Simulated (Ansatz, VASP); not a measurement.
# AgCl in VASP and in Ansatz

Contents of INCAR:

```
SYSTEM = AgCl
PREC = Accurate
ENCUT = 520
EDIFF = 1E-6
ISMEAR = -1
SIGMA = 0.05
LREAL = .False.
LASPH = .True.
NELM = 100
ALGO = Normal
ISIF = 2
LWAVE = .False.
LCHARG = .False.
NBANDS = 16
```

KPOINTS

```
Automatic mesh
0
Gamma
  8 8 8
  0 0 0
```

Contents of POSCAR:

```
AgCl
1.0
    0.0000000000      2.7886410693      2.7886410693
    2.7886410693      0.0000000000      2.7886410693
    2.7886410693      2.7886410693      0.0000000000
Ag Cl
1 1
Direct
    0.0000000000      0.0000000000      0.0000000000
    0.5000000000      0.5000000000      0.5000000000
```

File input.yaml:

```yaml
crystal:
  lattice:
    - [0.0, 2.7886410693, 2.7886410693]
    - [2.7886410693, 0.0, 2.7886410693]
    - [2.7886410693, 2.7886410693, 0.0]
  atoms:
    - { symbol: Ag, position: [0.0, 0.0, 0.0] }
    - { symbol: Cl, position: [0.5, 0.5, 0.5] }
kpoints:
  mp_grid: { grid: [8, 8, 8] }
scf:
  occupations: { method: fermi_dirac, width: 0.05 }
hamiltonian:
  xc: lda
  pseudopotentials: { kind: all_electron, lapw: { basis_error: 0.001 } }
output:
  forces: true
  stress: true
  eigenvalues: true
```

Change from the starting cell: volume scaled by 1.06.

Alike in both runs: task single point; functional LDA; k mesh 8 × 8 × 8; occupations fermi-dirac, width 0.05 eV; no spin polarisation.

|  | VASP | Ansatz |
| --- | --- | --- |
| version | VASP 6.6.1 | Ansatz 0.2.0 |
| potentials or method | VASP PAW LDA potentials, release 64 (Ag, Cl), cutoff 520 eV | all-electron LAPW, scalar-relativistic |

```tsv
	VASP	Ansatz	Ansatz less VASP
gap on the k mesh at the Fermi level (eV)	0.65	0.62	-0.027
least direct gap on the mesh (eV)	2.88	2.86	-0.024
pressure (GPa)	-6.2	-6.2	+0.02
```

LDA's correlation is that of Perdew and Zunger in VASP and of Perdew and Wang (1992) in Ansatz. Ansatz ran all-electron here, and VASP with PAW potentials.
